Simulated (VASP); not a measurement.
Input of a VASP 6.6.1 run:

File INCAR:

```
PREC = Accurate
ENCUT = 520
EDIFF = 1E-6
ISMEAR = -1
SIGMA = 0.05
LREAL = F
LASPH = T
NELM = 100
ALGO = Normal
ISIF = 2
LWAVE = F
LCHARG = F
GGA = PE
NBANDS = 51
```

Contents of KPOINTS:

```
Automatic mesh
0
Gamma
  7 7 6
```

Contents of POSCAR:

```
BaTiO3
1.0
    4.5338760500     -2.9379638800     -2.8444881300
   -4.1791542400     -2.1732400700      2.5787236500
   -4.6762392700      2.6713797400     -2.7780311600
Ba Ti O
2 2 6
Direct
    0.9929438400      0.4986419800      0.4991208400
    0.9981196900      0.9966392300      0.0001370000
    0.4952686900      0.2509026300      0.7392901800
    0.4933295800      0.7515767200      0.2408135500
    0.5108239000      0.5021635500      0.0106287500
    0.5104097200      0.0023124000      0.5087025000
    0.4954844800      0.4957351500      0.4991277600
    0.4955713100      0.9926633600      0.9992015800
    0.0111918500      0.0068669100      0.5088670800
    0.0044169400      0.5024980700      0.0016707600
```

Potentials or basis: VASP PAW PBE potentials, release 64 (Ba_sv, Ti_sv, O).

Run with:

```console
$ cat potpaw_PBE.64/Ba_sv/POTCAR potpaw_PBE.64/Ti_sv/POTCAR potpaw_PBE.64/O/POTCAR > POTCAR
$ mpirun -np 1 vasp_std > vasp.out
```

Task: What does it give for the largest force?

Result: 1.065 eV/Å.

Task: Estimate the band gap on the k mesh.

Result: 0.94 eV.

Task: Predict the pressure.

Result: 16.8 GPa.

Forces on the atoms (eV/Å):
```
Ba   0.136 -0.268 -0.125
Ba  -0.026 -0.229  0.107
Ti   0.105  0.735 -0.550
Ti   0.193  0.583 -0.490
O   -0.244  0.179  0.133
O   -0.164  0.269  0.185
O    0.032 -0.797  0.354
O   -0.030 -0.956  0.469
O    0.020  0.311  0.073
O   -0.023  0.173 -0.156
```

Caveat: the cell stands under pressure; spin-orbit coupling is left out, which moves the levels of the heavy elements; an odd mesh through Γ misses points on the zone boundary, where band edges can lie; forces of over 1 eV/Å act on the atoms, so gaps and moduli don't describe the material at rest.
